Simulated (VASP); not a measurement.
Write the native input for VASP 6.6.1 that does the following.

* Task: single point
* Functional: PBE
* Potentials or basis: VASP PAW PBE potentials, release 64 (Li_sv)
* Cutoff: 520 eV
* k mesh: 15 × 15 × 4
* Occupations: gaussian, width 0.1 eV
* Spin: no spin polarisation
* Dipole correction: no
* Further INCAR settings: ALGO = Normal; EDIFF = 1e-06; NBANDS = 14

The structure of Li lies in POSCAR:

```
Li
1.0
    3.0763208862      0.0000000000      0.0000000000
   -1.5381604431      2.6641720377      0.0000000000
    0.0000000000      0.0000000000     10.5106387750
Li
4
Direct
    0.0000000000      0.0000000000      0.0097883680
    0.3333333300      0.6666666700      0.2402116320
    0.0000000000      0.0000000000      0.5097883680
    0.6666666700      0.3333333300      0.7402116320
```

This cell differs from its parent crystal: strained and its atoms moved.

The input as run:

INCAR

```
PREC = Accurate
ENCUT = 520
EDIFF = 1E-6
ISMEAR = 0
SIGMA = 0.1
LREAL = False
LASPH = True
NELM = 100
ALGO = Normal
ISIF = 2
LWAVE = False
LCHARG = True
GGA = PE
LELF = True
LVHAR = True
NBANDS = 14
```

KPOINTS

```
Automatic mesh
0
Gamma
  15 15 4
```

Potentials or basis: VASP PAW PBE potentials, release 64 (Li_sv).

Command:

```bash
$ cat potpaw_PBE.64/Li_sv/POTCAR > POTCAR
$ mpirun -np 1 vasp_std > vasp.out
```

It gave:

| Quantity | Value |
| --- | --- |
| Largest force | 0.203 eV/Å |
| Band gap on the k mesh | zero (bands 6 and 7 overlap by 3.98 eV) |

Caveat: the cell differs from its parent crystal (strained and its atoms moved).

Run time: 120 s on 1 thread of Intel Xeon 8259CL, on a shared host, peak memory 0.22 GiB.
